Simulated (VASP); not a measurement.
Write the native input for VASP 6.6.1 that does the following.

```
Task                   : relaxation of cell and atoms
Functional             : PBE
Potentials or basis    : VASP PAW PBE potentials, release 64 (Bi_d, As)
Cutoff                 : 600 eV
k mesh                 : 4 × 4 × 4
Occupations            : gaussian, width 0.1 eV
Spin                   : no spin polarisation
Dipole correction      : no
Further INCAR settings : ALGO = Fast; EDIFF = 1e-06; IBRION = 2; EDIFFG = -0.04; NSW = 90; ISIF = 3
```

The structure of BiAs lies in POSCAR:

```
BiAs
1.0
    2.4651802020     -5.7977386232      0.0000000000
    2.4651802020      5.7977386232      0.0000000000
    0.0000000000      0.0000000000      4.1999366404
Bi As
2 2
Direct
    0.6400000000      0.3600000000      0.2500000000
    0.3600000000      0.6400000000      0.7500000000
    0.9300000000      0.0700000000      0.2500000000
    0.0700000000      0.9300000000      0.7500000000
```

The input as run:

INCAR

```
SYSTEM = BiAs
  PREC = Accurate
  ENCUT = 600
  EDIFF = 1E-6
  ISMEAR = 0
  SIGMA = 0.1
  LREAL = .False.
  LASPH = .True.
  NELM = 80
  ALGO = Fast
  ISIF = 3
  LWAVE = .False.
  LCHARG = .False.
  GGA = PE
  IBRION = 2
  NSW = 90
  EDIFFG = -0.04
```

KPOINTS

```
regular mesh
0
Gamma
  4 4 4
  0 0 0
```

Potentials or basis: VASP PAW PBE potentials, release 64 (Bi_d, As).

Launch:

```sh
$ cat potpaw_PBE.64/Bi_d/POTCAR potpaw_PBE.64/As/POTCAR > POTCAR
$ mpirun -np 1 vasp_std > vasp.out
```

It gave:

```yaml
Relaxed_volume: 28.28 Å³/atom
Relaxed_cell: a = 6.526 Å, b = 6.526 Å, c = 4.303 Å, α = 90.00°, β = 90.00°, γ = 141.88°
Space_group_after_relaxing_to_0.1_Å: Cmcm (No. 63)
Energy_gained_by_relaxing: 349.5 meV/atom
Ionic_steps: 30
Pressure_after_relaxing: 0.0 GPa
Largest_force_after_relaxing: 0.026 eV/Å
Band_gap_on_the_k_mesh: 0.31 eV (least direct gap 0.80 eV)
```

Caveat: spin-orbit coupling is left out, which moves the levels of the heavy elements.

Wall time 55 min on 1 thread of Oxide Virtual Turin-like Processor, with other jobs on the host, peak memory 0.31 GiB.
